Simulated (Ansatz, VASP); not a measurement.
# CaO: VASP beside Ansatz

Contents of INCAR:

```
SYSTEM = CaO
PREC     = Accurate       ! precision mode
ENCUT    = 520            ! plane-wave cutoff, eV
EDIFF    = 1E-6           ! SCF threshold, eV
ISMEAR   = 0              ! smearing method
SIGMA    = 0.02           ! smearing width, eV
LREAL    = .False.        ! projectors in reciprocal space
LASPH    = .True.         ! aspherical terms in the spheres
NELM     = 100            ! most SCF steps
ALGO     = Normal         ! electronic algorithm
ISIF     = 2              ! what is computed and relaxed
LWAVE    = .False.        ! write WAVECAR
LCHARG   = .False.        ! write CHGCAR
GGA      = PE             ! functional
NBANDS   = 15             ! bands
```

Contents of KPOINTS:

```
Automatic mesh
0
Gamma
  8 8 8
  0 0 0
```

File POSCAR:

```
CaO
1.0
    0.0000000000      2.3911234886      2.3911234886
    2.3911234886      0.0000000000      2.3911234886
    2.3911234886      2.3911234886      0.0000000000
Ca O
1 1
Direct
    0.0000000000      0.0000000000      0.0000000000
    0.5000000000      0.5000000000      0.5000000000
```

Input for Ansatz:

```yaml
crystal:
  lattice:
    - [0.0, 2.3911234886, 2.3911234886]
    - [2.3911234886, 0.0, 2.3911234886]
    - [2.3911234886, 2.3911234886, 0.0]
  atoms:
    - { symbol: Ca, position: [0.0, 0.0, 0.0] }
    - { symbol: O, position: [0.5, 0.5, 0.5] }
basis:
  ecutwfc: 420
kpoints:
  mp_grid: { grid: [8, 8, 8] }
hamiltonian:
  xc: pbe
scf:
  occupations: { method: gaussian, width: 0.02 }
output:
  forces: true
  stress: true
  eigenvalues: true
```

Alike in both runs: task single point; functional PBE; k mesh 8 × 8 × 8; occupations gaussian, width 0.02 eV; no spin polarisation.

|  | VASP | Ansatz |
| --- | --- | --- |
| version | VASP 6.6.1 | Ansatz 0.2.0 |
| potentials or method | VASP PAW PBE potentials, release 64 (Ca_sv, O), cutoff 520 eV | scalar-relativistic, plane waves, PAW |
| valence electrons in the cell | 16 | 16 |

VASP gave:

| Property | Result |
| --- | --- |
| gap on the k mesh at the Fermi level (eV) | 3.63 |
| least direct gap on the mesh (eV) | 4.00 |
| pressure (GPa) | 4.0 |

Which values does Ansatz return?

gap on the k mesh at the Fermi level (eV): 3.65; least direct gap on the mesh (eV): 4.02; pressure (GPa): 3.4.
